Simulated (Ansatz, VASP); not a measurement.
## One calculation of PdC, two programs

Contents of INCAR:

```
PREC = Accurate
ENCUT = 600
EDIFF = 1E-7
ISMEAR = 0
SIGMA = 0.1
LREAL = False
LASPH = True
NELM = 80
ALGO = Normal
ISIF = 3
LWAVE = False
LCHARG = False
GGA = PE
IBRION = 2
NSW = 90
EDIFFG = -0.04
```

Contents of KPOINTS:

```
regular mesh
0
Gamma
  6 6 6
```

File POSCAR:

```
PdC
1.0
    1.5989123890     -4.2187519453      0.0000000000
    1.5989123890      4.2187519453      0.0000000000
    0.0000000000      0.0000000000      3.1762178538
Pd C
2 2
Direct
    0.8540000000      0.1460000000      0.7500000000
    0.1460000000      0.8540000000      0.2500000000
    0.5500000000      0.4500000000      0.7500000000
    0.4500000000      0.5500000000      0.2500000000
```

Input for Ansatz:

```yaml
crystal:
  lattice:
    - [1.598912389, -4.2187519453, 0.0]
    - [1.598912389, 4.2187519453, 0.0]
    - [0.0, 0.0, 3.1762178538]
  atoms:
    - { symbol: Pd, position: [0.854, 0.146, 0.75] }
    - { symbol: Pd, position: [0.146, 0.854, 0.25] }
    - { symbol: C, position: [0.55, 0.45, 0.75] }
    - { symbol: C, position: [0.45, 0.55, 0.25] }
basis:
  ecutwfc: 420
kpoints:
  mp_grid: { grid: [6, 6, 6] }
hamiltonian:
  xc: pbe
scf:
  occupations: { method: gaussian, width: 0.1 }
  lower_state_search: "off"
output:
  forces: true
  stress: true
  eigenvalues: true
relax:
  adjacent_minimum: "off"
  f_tol: 0.04
  max_steps: 70
  cell: { stress_tol: 0.4 }
```

Alike in both runs: task relaxation of cell and atoms; functional PBE; k mesh 6 × 6 × 6; occupations gaussian, width 0.1 eV; no spin polarisation.

|  | VASP | Ansatz |
| --- | --- | --- |
| version | VASP 6.6.1 | Ansatz 0.2.0 |
| potentials or method | VASP PAW PBE potentials, release 64 (Pd, C), cutoff 600 eV | scalar-relativistic, plane waves, PAW |
| valence electrons in the cell | 28 | 44 |

|  | VASP | Ansatz | Ansatz less VASP |
| --- | --- | --- | --- |
| gap on the k mesh at the Fermi level, each at its own relaxed structure (eV) | none | none | - |
| relaxed volume (Å³/atom) | 11.31 | 11.53 | +0.215 |
| relaxed length of the cell vector where the two differ most in proportion (Å) | 4.403 | 4.425 | +0.0217 |

A gap of «none» marks a metal or a gap that the smearing closes. VASP's potentials hold 28 valence electrons a cell and Ansatz's 44, so a difference there can come from the potentials and not from the codes.
